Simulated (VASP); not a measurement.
# Si2Mo (Imm2) in VASP: single point with PBE

Aim: the single point of Si2Mo with PBE.

All numbers are computed with VASP 6.6.1; they aren't measurements. Logs are shortened: lines on timing, memory, paths and dates and some standing lists are left out, and cuts for length are marked.

## 1. The cell of the first run

Symmetry: Imm2, No. 44, orthorhombic system. Conventional cell: a = 3.217 Å, b = 7.873 Å, c = 3.217 Å, α = 90.00°, β = 90.00°, γ = 90.00°. Within 3.3 Å of Si (site symmetry m) lie 5 Mo at 2.52 to 2.73 Å and 9 Si at 2.60 to 3.22 Å. Mo (site symmetry mm2) has 10 Si at 2.52 to 2.73 Å and 4 Mo at 3.22 Å within 3.3 Å.

## 2. Single point, PBE (atoms displaced along a vibrational mode)

The input, INCAR:

```
PREC = Accurate
ENCUT = 520
EDIFF = 1E-6
ISMEAR = 0
SIGMA = 0.15
LREAL = F
LASPH = T
NELM = 80
ALGO = Normal
ISIF = 2
LWAVE = F
LCHARG = F
GGA = PE
NBANDS = 18
```

The input, KPOINTS:

```
regular mesh
0
Gamma
  18 18 18
```

The input, POSCAR:

```
Si2Mo
1.0
   -1.6084858705      1.6084858705      3.9366136217
    1.6084858705     -1.6084858705      3.9366136217
    1.6084858705      1.6084858705     -3.9366136217
Si Mo
2 1
Direct
    0.3350971189      0.3017427693     -0.0333543496
    0.6649028811      0.6315485315     -0.0333543496
    0.0000000000      0.0195259387      0.0195259387
```

Potentials or basis: VASP PAW PBE potentials, release 64 (Si, Mo_sv).

Run with:

```
cat potpaw_PBE.64/Si/POTCAR potpaw_PBE.64/Mo_sv/POTCAR > POTCAR
mpirun -np 1 vasp_std > vasp.out
```

OUTCAR:

```text
PREC = Accurate
   ENCUT = 520
   EDIFF = 1E-6
   ISMEAR = 0
   LREAL = F
   LASPH = T
   NELM = 80
   ISIF = 2
   GGA = PE

 ion  position               nearest neighbor table
   1  0.335  0.302  0.967-   3 2.52   3 2.52   2 2.60   2 2.64   2 2.64   2 2.64   2 2.64   3 2.64
                             3 2.73   3 2.73
   2  0.665  0.632  0.967-   3 2.52   3 2.52   1 2.60   1 2.64   1 2.64   1 2.64   1 2.64   3 2.64
                             3 2.73   3 2.73
   3  0.000  0.020  0.020-   1 2.52   1 2.52   2 2.52   2 2.52   2 2.64   1 2.64   1 2.73   2 2.73
                             1 2.73   2 2.73

  LATTYP: Found a body centered tetragonal cell.
 ALAT       =     3.2169717410
 C/A-ratio  =     2.4474032964

  Lattice vectors:

 A1 = (  -1.6084858705,   1.6084858705,   3.9366136217)
 A2 = (   1.6084858705,  -1.6084858705,   3.9366136217)
 A3 = (   1.6084858705,   1.6084858705,  -3.9366136217)

Analysis of symmetry for initial positions (statically):
=====================================================================
 Subroutine PRICEL returns:
 Original cell was already a primitive cell.

 Routine SETGRP: Setting up the symmetry group for a
 body centered tetragonal supercell.

 Subroutine GETGRP returns: Found  4 space group operations
 (whereof  4 operations were pure point group operations)
 out of a pool of 16 trial point group operations.

The static configuration has the point symmetry C_2v.

Analysis of symmetry for dynamics (positions and initial velocities):
=====================================================================
 Subroutine PRICEL returns:
 Original cell was already a primitive cell.

 Routine SETGRP: Setting up the symmetry group for a
 body centered tetragonal supercell.

 Subroutine GETGRP returns: Found  4 space group operations
 (whereof  4 operations were pure point group operations)
 out of a pool of 16 trial point group operations.

The dynamic configuration has the point symmetry C_2v.

 Subroutine INISYM returns: Found  4 space group operations
 (whereof  4 operations are pure point group operations),
 and found     1 'primitive' translations

----------------------------------------------------------------------------------------

                                     Primitive cell

  volume of cell :      40.7396
[... 88 lines left out ...]
   LASPH  =      T    aspherical Exc in radial PAW
   ENCUT  =  520.0 eV  38.22 Ry    6.18 a.u.   8.45  8.45  8.45*2*pi/ulx,y,z
   NELM   =     80;   NELMIN=  2; NELMDL= -5     # of ELM steps
   EDIFF  = 0.1E-05   stopping-criterion for ELM
   LREAL  =      F    real-space projection
   EDIFFG = 0.1E-04   stopping-criterion for IOM
   NSW    =      0    number of steps for IOM
   IBRION =     -1    ionic relax: 0-MD 1-quasi-New 2-CG
   NFREE  =      0    steps in history (QN), initial steepest desc. (CG)
   ISIF   =      2    stress and relaxation
   ISYM   =      2    0-nonsym 1-usesym 2-fastsym
   POTIM  = 0.5000    time-step for ionic-motion
   TEBEG  =    0.0;   TEEND  =   0.0 temperature during run
   PSTRESS=    0.0 pullay stress
   NELECT =      22.0000    total number of electrons
   NUPDOWN=      -1.0000    fix difference up-down
   EMIN   =  10.00;   EMAX   =-10.00  energy-range for DOS
   EFERMI =   0.00;   METHOD = LEGACY
   ISMEAR =     0;   SIGMA  =   0.15  broadening in eV -4-tet -1-fermi 0-gaus
   EFERMI_NEDOS =   21; number of points for ismear=-14 and -15
   IALGO  =     38    algorithm
   IMIX   =      4    mixing-type and parameters
     AMIX     =   0.40;   BMIX     =  1.00
     AMIX_MAG =   1.60;   BMIX_MAG =  1.00
  volume/ion in A,a.u.               =      13.58        91.64
  Fermi-wavevector in a.u.,A,eV,Ry     =   1.333143  2.519274 24.181218  1.777269
  Thomas-Fermi vector in A             =   2.462024
   LORBIT       =      0    0 simple, 1 ext, 2 COOP (PROOUT), +10 PAW based schemes
   GGA     = PE    functional components
   LHFCALC =     F    Hartree Fock is set to
   AEXX    =    0.0000 exact exchange contribution
   IVDW    =     0    specifies the selected vdW correction
   LEPSILON=     F    determine dielectric tensor
   LRPA    =     F    only Hartree local field effects (RPA)
 non-spin polarized calculation
 Gauss-broadening in eV      SIGMA  =   0.15
  energy-cutoff  :      520.00
  volume of cell :       40.74
 maximum number of plane-waves:      1134
 NGX is ok and might be reduce to    36
   NGX = 17   NGY = 17   NGZ = 17

 number of electron      22.0000000 magnetization

 Free energy of the ion-electron system (eV)
  ---------------------------------------------------
  ext. energy  EPLUGINS =         0.00000000
  ---------------------------------------------------
  free energy    TOTEN  =       -23.12788972 eV

  energy without entropy =      -23.12506048  energy(sigma->0) =      -23.12647510

 E-fermi :  12.0537     XC(G=0): -12.3616

 val. band max:       12.0472956089   @ k =  -0.4444  -0.4444   0.3889
 cond. band min:      12.0698970689   @ k =  -0.3333  -0.3889   0.3333
 fundamental gap:      0.0226014600
 Fermi energy:        12.0536831305

 k-point     1 :       0.0000    0.0000    0.0000
  band No.  band energies     occupation
      1     -48.6428      2.00000
      2     -22.7983      2.00000
      3     -22.7286      2.00000
      4     -22.7145      2.00000
      5      -1.2498      2.00000
      6       5.7713      2.00000
[... 481 lines left out ...]
      5      -0.6590      2.00000
      6       5.5085      2.00000
[... 10 lines left out ...]
     17      18.0815      0.00000
     18      19.4533      0.00000

 [... further k-points ...]

------------------------ aborting loop because EDIFF is reached ----------------------------------------

  FORCE on cell =-STRESS in cart. coord.  units (eV):
  Direction    XX          YY          ZZ          XY          YZ          ZX
  --------------------------------------------------------------------------------------
  -------------------------------------------------------------------------------------
  Total        0.4242329      0.7934473      0.3973890      0.0000000      0.0000000      0.0000000
  in kB       16.6839008     31.2040822     15.6282066      0.0000000      0.0000000      0.0000000
  external PRESSURE =      21.1720632 kB  Pullay stress =       0.0000000 kB

 VOLUME and BASIS-vectors are now :
 -----------------------------------------------------------------------------
  energy-cutoff  :      520.00
  volume of cell :       40.74
      direct lattice vectors                 reciprocal lattice vectors
    -1.608485871  1.608485871  3.936613622     0.000000000  0.310851347  0.127012719
     1.608485871 -1.608485871  3.936613622     0.310851347  0.000000000  0.127012719
     1.608485871  1.608485871 -3.936613622     0.310851347  0.310851347  0.000000000

 POSITION                                       TOTAL-FORCE (eV/Angst)
 -----------------------------------------------------------------------------------
      1.50119      1.60849     -1.29832         0.796868     -0.000000     -0.163454
      1.50119      1.60849      1.29832         0.796868     -0.000000      0.163454
      0.06281      0.00000      0.00000        -1.593736      0.000000     -0.000000
 -----------------------------------------------------------------------------------
    total drift:                               -0.000160     -0.000000     -0.000000

  FREE ENERGIE OF THE ION-ELECTRON SYSTEM (eV)
  ---------------------------------------------------
  free  energy   TOTEN  =       -23.1278897178 eV

  energy  without entropy=      -23.1250604846  energy(sigma->0) =      -23.12647510
```

Wall time 4.4 min (1 thread of Intel Xeon 6975P-C (Granite Rapids), shared host); peak memory 0.69 GiB.

Results:

```yaml
Free_energy: -23.1279 eV
Pressure: 2.1 GPa
Largest_force: 1.594 eV/Å
Band_gap_on_the_k_mesh: zero (bands 11 and 12 overlap by 0.65 eV)
```

Forces on the atoms (eV/Å):
```
Si   0.797  0.000 -0.163
Si   0.797  0.000  0.163
Mo  -1.594  0.000  0.000
```

Levels at points of the mesh, in eV from the Fermi level:
```csv
k point,band 9,band 10,band 11,band 12,band 13,band 14
"(0.00, 0.00, 0.00)",-2.63,-2.45,0.29,2.77,3.16,3.57
"(0.50, 0.00, 0.00)",-2.54,-2.39,-0.50,2.19,3.12,3.97
"(0.00, 0.50, 0.00)",-2.52,-2.49,-0.59,2.26,3.13,3.93
"(0.50, 0.50, 0.00)",-4.37,-3.01,-1.17,2.27,2.66,2.95
"(0.50, 0.50, 0.50)",-0.64,-0.58,-0.56,-0.24,0.61,4.78
```

Caveat: the cell differs from its parent crystal (atoms displaced along a vibrational mode); forces of over 1 eV/Å act on the atoms, so gaps and moduli don't describe the material at rest.
